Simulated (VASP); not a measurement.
## Si (a cell with a defect): relaxation of the atoms with PBE

Si (a cell with a defect):

```
CELL_PARAMETERS angstrom
0.00000 5.43000 5.43000
5.43000 0.00000 5.43000
5.43000 5.43000 0.00000
ATOMIC_POSITIONS crystal
Si 0.00000 0.00000 0.00000
Si 0.12500 0.12500 0.12500
Si 0.00000 0.00000 0.50000
Si 0.12500 0.12500 0.62500
Si 0.00000 0.50000 0.00000
Si 0.12500 0.62500 0.12500
Si 0.00000 0.50000 0.50000
Si 0.12500 0.62500 0.62500
Si 0.50000 0.00000 0.00000
Si 0.62500 0.12500 0.12500
Si 0.50000 0.00000 0.50000
Si 0.62500 0.12500 0.62500
Si 0.50000 0.50000 0.00000
Si 0.62500 0.62500 0.12500
Si 0.50000 0.50000 0.50000
Si 0.62500 0.62500 0.62500
Si 0.88956 0.37526 0.36726
```

```json
{
 "Program": "VASP 6.6.1",
 "Task": "relaxation of the atoms",
 "Functional": "PBE",
 "Potentials or basis": "VASP PAW PBE potentials, release 64 (Si)",
 "Cutoff": "520 eV",
 "k mesh": "2 × 2 × 2",
 "Occupations": "fermi-dirac, width 0.02 eV",
 "Spin": "no spin polarisation",
 "Dipole correction": "no",
 "Further INCAR settings": "LREAL = Auto; ALGO = Normal; EDIFF = 1e-06; IBRION = 2; EDIFFG = -0.08; NSW = 45"
}
```

```json
{
  "Energy gained by relaxing": "9.4 meV/atom",
  "Ionic steps": "6",
  "Pressure after relaxing": "5.3 GPa",
  "Largest force after relaxing": "0.060 eV/Å",
  "Band gap on the k mesh": "zero (bands 34 and 35 overlap by 0.25 eV)"
}
```

Forces in eV/Å, atoms in the order of the input:
```
Si  -0.008  0.009  0.001
Si   0.013 -0.007  0.003
Si  -0.008  0.008  0.022
Si   0.007 -0.013  0.003
Si  -0.009  0.012  0.017
Si   0.001 -0.001 -0.013
Si  -0.013  0.008  0.018
Si   0.011 -0.010 -0.029
Si   0.012 -0.004 -0.007
Si  -0.001  0.001  0.001
Si   0.003 -0.012 -0.006
Si  -0.012  0.013  0.004
Si   0.010 -0.010 -0.013
Si  -0.019  0.005  0.017
Si  -0.006  0.005  0.013
Si  -0.005  0.019  0.017
Si   0.025 -0.024 -0.049
```

The path:
```
step  energy change (eV)  largest force (eV/Å)  pressure (GPa)
   1              0.0000                1.1948            5.86
   2             -0.1509                0.2410            5.35
   3             -0.1513                0.2474            5.33
   4             -0.1575                0.1359            5.33
   5             -0.1579                0.1324            5.33
   6             -0.1596                0.0597            5.34
```

Final structure:
```
CELL_PARAMETERS angstrom
0.00000 5.43000 5.43000
5.43000 0.00000 5.43000
5.43000 5.43000 0.00000
ATOMIC_POSITIONS crystal
Si 0.99824 0.00072 0.00051
Si 0.12824 0.12195 0.12170
Si 0.00188 0.99355 0.50228
Si 0.12824 0.12194 0.62810
Si 0.00244 0.50281 0.99179
Si 0.12830 0.62822 0.12173
Si 0.00240 0.50276 0.50290
Si 0.12867 0.62508 0.62304
Si 0.50076 0.00034 0.00017
Si 0.62478 0.12501 0.12511
Si 0.50075 0.00033 0.49874
Si 0.62226 0.12204 0.62785
Si 0.50089 0.49859 0.00026
Si 0.62228 0.62798 0.12182
Si 0.49689 0.50102 0.50104
Si 0.62228 0.62797 0.62791
Si 0.88025 0.37494 0.37230
```

Levels at points of the mesh, in eV from the Fermi level:
```tsv
k point	band 31	band 32	band 33	band 34	band 35	band 36	band 37	band 38
(0.00, 0.00, 0.00)	-0.83	-0.82	-0.82	-0.26	-0.23	-0.23	0.08	0.08
(0.50, 0.00, 0.00)	-1.57	-1.43	-1.43	-0.34	0.53	0.54	0.90	0.90
(0.00, 0.50, 0.00)	-1.56	-1.43	-1.43	-0.34	0.52	0.55	0.89	0.90
(0.00, 0.00, 0.50)	-1.56	-1.43	-1.43	-0.34	0.52	0.55	0.89	0.89
(0.50, 0.50, 0.50)	-1.56	-1.43	-1.43	-0.34	0.52	0.55	0.89	0.89
(0.50, 0.50, 0.00)	-2.03	-1.89	-0.99	0.02	0.71	1.02	1.03	1.14
(0.00, 0.50, 0.50)	-2.03	-1.89	-0.99	0.01	0.71	1.02	1.03	1.14
(0.50, 0.00, 0.50)	-2.03	-1.89	-0.99	0.01	0.71	1.02	1.03	1.14
```

It took 27 min on 1 thread of Oxide Virtual Turin-like Processor, on a shared host, peak memory 0.48 GiB.

Caveat: the k points lie up to 0.50 Å⁻¹ apart; the relaxation stopped at a loose force limit of 0.08 eV/Å, so its end isn't a converged minimum.
